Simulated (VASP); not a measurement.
Here is a VASP 6.6.1 calculation.

INCAR

```
  ALGO = Normal
  EDIFF = 1E-6
  ENCUT = 500
  GGA = PS
  GGA_COMPAT = False
  ISIF = 2
  ISMEAR = 1
  LASPH = True
  LCHARG = False
  LMAXMIX = 4
  LORBIT = 11
  LORBMOM = True
  LREAL = False
  LSORBIT = True
  LWAVE = False
  MAGMOM = 0 0 0
  NBANDS = 22
  NELM = 200
  PREC = Accurate
  SIGMA = 0.1
```

File KPOINTS:

```
Automatic mesh
0
Gamma
  6 6 6
  0.5 0.5 0.5
```

POSCAR

```
Au
1.0
   -1.6572700000      1.6572700000      1.6572700000
    1.6572700000     -1.6572700000      1.6572700000
    1.6572700000      1.6572700000     -1.6572700000
Au
1
Direct
    0.0000000000      0.0000000000      0.0000000000
```

Potentials or basis: VASP PAW PBE potentials, release 64 (Au).

The run is started by

```sh
$ cat potpaw_PBE.64/Au/POTCAR > POTCAR
$ mpirun -np 1 vasp_ncl > vasp.out
```

Question: What does it give for the pressure?

Answer: -10.7 GPa.

Question: Predict the net moment.

Answer: 0.00 μB per cell.

Moments on the atoms (μB; x, y, z):
```
Au  0.00 0.00 0.00
```

Caveat: the k points lie up to 0.45 Å⁻¹ apart; the PAW data sets were made with another functional, which shifts forces and pressure a little.
